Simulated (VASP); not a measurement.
# MgZr2N (P6/mmm) in VASP: relaxation of cell and atoms with PBE

Aim: the relaxation of cell and atoms of MgZr2N with PBE.

Everything below comes from runs of VASP 6.6.1. Logs are shortened: lines on timing, memory, paths and dates and some standing lists are left out, and cuts for length are marked.

**1. The cell of the first run**

It takes space group P6/mmm (No. 191, hexagonal). Conventional cell: a = 3.269 Å, b = 3.269 Å, c = 10.091 Å, α = 90.00°, β = 90.00°, γ = 120.00°. Within 4.2 Å of Mg (site symmetry 6/mmm) lie 2 Zr at 3.16 Å and 6 Mg at 3.27 Å. Within 2.5 Å of Zr (site symmetry 6mm) lie 1 N at 1.89 Å. Within 2.5 Å of N (site symmetry 6/mmm) lie 2 Zr at 1.89 Å.

The cell was generated, and may not be a known phase.

**2. Relaxation of cell and atoms, PBE**

Contents of INCAR:

```
SYSTEM = MgZr2N
PREC     = Accurate       ! precision mode
ENCUT    = 600            ! plane-wave cutoff, eV
EDIFF    = 1E-6           ! SCF threshold, eV
ISMEAR   = 0              ! smearing method
SIGMA    = 0.1            ! smearing width, eV
LREAL    = .False.        ! projectors in reciprocal space
LASPH    = .True.         ! aspherical terms in the spheres
NELM     = 60             ! most SCF steps
ALGO     = Normal         ! electronic algorithm
ISIF     = 3              ! what is computed and relaxed
LWAVE    = .False.        ! write WAVECAR
LCHARG   = .False.        ! write CHGCAR
GGA      = PE             ! functional
IBRION   = 2              ! ionic algorithm
NSW      = 100            ! ionic steps
EDIFFG   = -0.01          ! ionic threshold
```

Contents of KPOINTS:

```
Automatic mesh
0
Gamma
  18 18 6
  0 0 0
```

Contents of POSCAR:

```
MgZr2N
1.0
    3.2688268424      0.0000000000      0.0000000000
   -1.6344134212      2.8308870861      0.0000000000
    0.0000000000      0.0000000000     10.0907725803
Mg Zr N
1 2 1
Direct
    0.0000000000      0.0000000000      0.5000000000
    0.0000000000      0.0000000000      0.8131292615
    0.0000000000      0.0000000000      0.1868707385
    0.0000000000      0.0000000000      0.0000000000
```

Potentials or basis: VASP PAW PBE potentials, release 64 (Mg, Zr_sv, N).

The run is started by

```
cat potpaw_PBE.64/Mg/POTCAR potpaw_PBE.64/Zr_sv/POTCAR potpaw_PBE.64/N/POTCAR > POTCAR
mpirun -np 1 vasp_std > vasp.out
```

OUTCAR:

```text
SYSTEM = MgZr2N
   PREC = Accurate
   ENCUT = 600
   EDIFF = 1E-6
   ISMEAR = 0
   LREAL = .False.
   LASPH = .True.
   NELM = 60
   ISIF = 3
   GGA = PE
   IBRION = 2
   NSW = 100
   EDIFFG = -0.01

 ion  position               nearest neighbor table
   1  0.000  0.000  0.500-   2 3.16   3 3.16
   2  0.000  0.000  0.813-   4 1.89   1 3.16   3 3.77
   3  0.000  0.000  0.187-   4 1.89   1 3.16   2 3.77
   4  0.000  0.000  0.000-   2 1.89   3 1.89

  LATTYP: Found a hexagonal cell.
 ALAT       =     3.2688268424
 C/A-ratio  =     3.0869706677

  Lattice vectors:

 A1 = (   3.2688268424,   0.0000000000,   0.0000000000)
 A2 = (  -1.6344134212,   2.8308870861,   0.0000000000)
 A3 = (   0.0000000000,   0.0000000000,  10.0907725803)

Analysis of symmetry for initial positions (statically):
=====================================================================
 Subroutine PRICEL returns:
 Original cell was already a primitive cell.

 Routine SETGRP: Setting up the symmetry group for a
 hexagonal supercell.

 Subroutine GETGRP returns: Found 24 space group operations
 (whereof 24 operations were pure point group operations)
 out of a pool of 24 trial point group operations.

The static configuration has the point symmetry D_6h.

Analysis of symmetry for dynamics (positions and initial velocities):
=====================================================================
 Subroutine PRICEL returns:
 Original cell was already a primitive cell.

 Routine SETGRP: Setting up the symmetry group for a
 hexagonal supercell.

 Subroutine GETGRP returns: Found 24 space group operations
 (whereof 24 operations were pure point group operations)
 out of a pool of 24 trial point group operations.

The dynamic configuration has the point symmetry D_6h.

 Subroutine INISYM returns: Found 24 space group operations
 (whereof 24 operations are pure point group operations),
 and found     1 'primitive' translations

----------------------------------------------------------------------------------------

                                     Primitive cell

  volume of cell :      93.3768

  direct lattice vectors                    reciprocal lattice vectors
     3.268826842  0.000000000  0.000000000     0.305920151  0.176623081  0.000000000
    -1.634413421  2.830887086  0.000000000     0.000000000  0.353246163  0.000000000
     0.000000000  0.000000000 10.090772580     0.000000000  0.000000000  0.099100440

  length of vectors
     3.268826842  3.268826842 10.090772580     0.353246163  0.353246163  0.099100440

  position of ions in fractional coordinates (direct lattice)
     0.000000000  0.000000000  0.500000000
     0.000000000  0.000000000  0.813129262
     0.000000000  0.000000000  0.186870738
     0.000000000  0.000000000  0.000000000

  ion indices of the primitive-cell ions
   primitive index   ion index
                 1           1
                 2           2
                 3           3
                 4           4

----------------------------------------------------------------------------------------

 KPOINTS: Automatic mesh

Automatic generation of k-mesh.
 Grid dimensions read from file:
 generate k-points for:   18   18    6

 Generating k-lattice:

  Cartesian coordinates                     Fractional coordinates (reciprocal lattice)
     0.016995564  0.009812393  0.000000000     0.055555556  0.000000000  0.000000000
     0.000000000  0.019624787  0.000000000     0.000000000  0.055555556  0.000000000
     0.000000000  0.000000000  0.016516740     0.000000000  0.000000000  0.166666667

  Length of vectors
     0.019624787  0.019624787  0.016516740

  Shift w.r.t. Gamma in fractional coordinates (k-lattice)
     0.000000000  0.000000000  0.000000000

 Subroutine IBZKPT returns following result:
 ===========================================

 Found    148 irreducible k-points:

 Following reciprocal coordinates:
            Coordinates               Weight
  0.000000  0.000000  0.000000      1.000000
  0.055556  0.000000  0.000000      6.000000
  0.111111  0.000000  0.000000      6.000000
  0.166667  0.000000  0.000000      6.000000
  0.222222  0.000000  0.000000      6.000000
  0.277778 -0.000000  0.000000      6.000000
[... 16 lines left out ...]
  0.333333  0.111111  0.000000     12.000000
  0.388889  0.111111  0.000000     12.000000
 [... further k-points ...]
   k-points           NKPTS =    148   k-points in BZ     NKDIM =    148   number of bands    NBANDS=     19
   number of dos      NEDOS =    301   number of ions     NIONS =      4
   total plane-waves  NPLWV =  65856
   dimension x,y,z NGX =    28 NGY =   28 NGZ =   84
   dimension x,y,z NGXF=    56 NGYF=   56 NGZF=  168
   ions per type =               1   2   1
   NGX,Y,Z   is equivalent  to a cutoff of  14.24, 14.24, 13.84 a.u.
   NGXF,Y,Z  is equivalent  to a cutoff of  28.48, 28.48, 27.68 a.u.
 SYSTEM =  MgZr2N
   PREC   = accura    normal or accurate (medium, high low for compatibility)
   ISTART =      0    job   : 0-new  1-cont  2-samecut
   ICHARG =      2    charge: 1-file 2-atom 10-const
   ISPIN  =      1    spin polarized calculation?
   LNONCOLLINEAR =      F non collinear calculations
   LSORBIT =      F    spin-orbit coupling
   LASPH  =      T    aspherical Exc in radial PAW
   ENCUT  =  600.0 eV  44.10 Ry    6.64 a.u.   6.53  6.53 20.15*2*pi/ulx,y,z
   NELM   =     60;   NELMIN=  2; NELMDL= -5     # of ELM steps
   EDIFF  = 0.1E-05   stopping-criterion for ELM
   LREAL  =      F    real-space projection
   EDIFFG = -.1E-01   stopping-criterion for IOM
   NSW    =    100    number of steps for IOM
   IBRION =      2    ionic relax: 0-MD 1-quasi-New 2-CG
   NFREE  =      1    steps in history (QN), initial steepest desc. (CG)
   ISIF   =      3    stress and relaxation
   ISYM   =      2    0-nonsym 1-usesym 2-fastsym
   POTIM  = 0.5000    time-step for ionic-motion
   TEBEG  =    0.0;   TEEND  =   0.0 temperature during run
   PSTRESS=    0.0 pullay stress
   NELECT =      31.0000    total number of electrons
   NUPDOWN=      -1.0000    fix difference up-down
   EMIN   =  10.00;   EMAX   =-10.00  energy-range for DOS
   EFERMI =   0.00;   METHOD = LEGACY
   ISMEAR =     0;   SIGMA  =   0.10  broadening in eV -4-tet -1-fermi 0-gaus
   EFERMI_NEDOS =   21; number of points for ismear=-14 and -15
   IALGO  =     38    algorithm
   IMIX   =      4    mixing-type and parameters
     AMIX     =   0.40;   BMIX     =  1.00
     AMIX_MAG =   1.60;   BMIX_MAG =  1.00
  volume/ion in A,a.u.               =      23.34       157.53
  Fermi-wavevector in a.u.,A,eV,Ry     =   1.133572  2.142140 17.483288  1.284985
  Thomas-Fermi vector in A             =   2.270275
   LORBIT       =      0    0 simple, 1 ext, 2 COOP (PROOUT), +10 PAW based schemes
   GGA     = PE    functional components
   LHFCALC =     F    Hartree Fock is set to
   AEXX    =    0.0000 exact exchange contribution
   IVDW    =     0    specifies the selected vdW correction
   LEPSILON=     F    determine dielectric tensor
   LRPA    =     F    only Hartree local field effects (RPA)
 conjugate gradient relaxation of ions
 non-spin polarized calculation
 Gauss-broadening in eV      SIGMA  =   0.10
  energy-cutoff  :      600.00
  volume of cell :       93.38
 maximum number of plane-waves:      3184
 NGX is ok and might be reduce to    28
   NGX = 13   NGY = 13   NGZ = 41

--------------------------------------- Ionic step        1  -------------------------------------------

 number of electron      31.0000000 magnetization

 Free energy of the ion-electron system (eV)
  ---------------------------------------------------
  ext. energy  EPLUGINS =         0.00000000
  ---------------------------------------------------
  free energy    TOTEN  =       -25.87280609 eV

  energy without entropy =      -25.84680155  energy(sigma->0) =      -25.85980382

------------------------ aborting loop because EDIFF is reached ----------------------------------------

  FORCE on cell =-STRESS in cart. coord.  units (eV):
  Direction    XX          YY          ZZ          XY          YZ          ZX
  --------------------------------------------------------------------------------------
  -------------------------------------------------------------------------------------
  Total       -0.0347216     -0.0347216      0.3895575      0.0000000      0.0000000      0.0000000
  in kB       -0.5957594     -0.5957594      6.6841045      0.0000000      0.0000000      0.0000000
  external PRESSURE =       1.8308619 kB  Pullay stress =       0.0000000 kB
[... 137 lines left out ...]
  energy  without entropy=      -25.8472381222  energy(sigma->0) =      -25.86029312

--------------------------------------- Ionic step        5  -------------------------------------------

 number of electron      31.0000001 magnetization

 Free energy of the ion-electron system (eV)
  ---------------------------------------------------
  ext. energy  EPLUGINS =         0.00000000
  ---------------------------------------------------
  free energy    TOTEN  =       -25.87341987 eV

  energy without entropy =      -25.84741113  energy(sigma->0) =      -25.86041550

 E-fermi :   4.7044     XC(G=0):  -9.4416

 val. band max:        4.7032343824   @ k =   0.2222   0.1667   0.5000
 cond. band min:       4.7053935205   @ k =   0.3333   0.1111   0.3333
 fundamental gap:      0.0021591381
 Fermi energy:         4.7043505712

 k-point     1 :       0.0000    0.0000    0.0000
  band No.  band energies     occupation
      1     -43.8913      2.00000
      2     -43.8867      2.00000
      3     -22.3091      2.00000
      4     -22.1261      2.00000
      5     -21.6301      2.00000
      6     -21.6301      2.00000
[... 11 lines left out ...]
     18       6.1213      0.00000
     19       6.1956      0.00000
[... 489 lines left out ...]
      3     -22.2087      2.00000
      4     -22.2007      2.00000
      5     -22.1883      2.00000
      6     -22.0401      2.00000
[... 11 lines left out ...]
     18       6.8149      0.00000
     19       7.0834      0.00000

 [... further k-points ...]
[... 5 lines left out ...]
  --------------------------------------------------------------------------------------
  -------------------------------------------------------------------------------------
  Total        0.0383714      0.0383714     -0.0083551      0.0000000     -0.0000000      0.0000000
  in kB        0.6602270      0.6602270     -0.1437598      0.0000000     -0.0000000      0.0000000
  external PRESSURE =       0.3922314 kB  Pullay stress =       0.0000000 kB
[... 19 lines left out ...]
  FREE ENERGIE OF THE ION-ELECTRON SYSTEM (eV)
  ---------------------------------------------------
  free  energy   TOTEN  =       -25.8734198747 eV

  energy  without entropy=      -25.8474111336  energy(sigma->0) =      -25.86041550

 reached required accuracy - stopping structural energy minimisation
```

Wall time 26 min (1 thread of Intel Xeon 8259CL, shared host); peak memory 0.53 GiB.

What came out:

```
Free energy                           : -25.8734 eV
Relaxed volume                        : 23.28 Å³/atom
Relaxed cell                          : a = 3.265 Å, b = 3.265 Å, c = 10.084 Å, α = 90.00°, β = 90.00°, γ = 120.00°
Space group after relaxing (to 0.1 Å) : P6/mmm (No. 191)
Energy gained by relaxing             : 0.2 meV/atom
Ionic steps                           : 5
Pressure after relaxing               : 0.0 GPa
Largest force after relaxing          : 0.005 eV/Å
Band gap on the k mesh                : zero (an odd number of electrons rules out a gap without spin polarisation)
```

Forces on the atoms (eV/Å):
```
Mg   0.000  0.000  0.000
Zr   0.000  0.000 -0.005
Zr   0.000  0.000  0.005
N    0.000  0.000  0.000
```

Stress tensor (GPa, compression positive):
```
 0.07  0.00  0.00
 0.00  0.07  0.00
 0.00  0.00 -0.01
```

The path:
```tsv
step	energy change (eV)	largest force (eV/Å)	pressure (GPa)	volume (Å³)
1	0.0000	0.1352	0.18	93.38
2	0.0034	0.2944	-0.77	93.74
3	-0.0005	0.0218	-0.07	93.47
4	-0.0005	0.0172	-0.04	93.36
5	-0.0006	0.0048	0.04	93.12
```

Final structure:
```xyz
4
Lattice="3.2654 0.0000 0.0000 -1.6327 2.8279 0.0000 0.0000 0.0000 10.0840" Properties=species:S:1:pos:R:3 pbc="T T T"
Mg    0.0000    0.0000    5.0420
Zr    1.6327    2.8279    8.1942
Zr    0.0000    0.0000    1.8898
N     0.0000    0.0000    0.0000
```
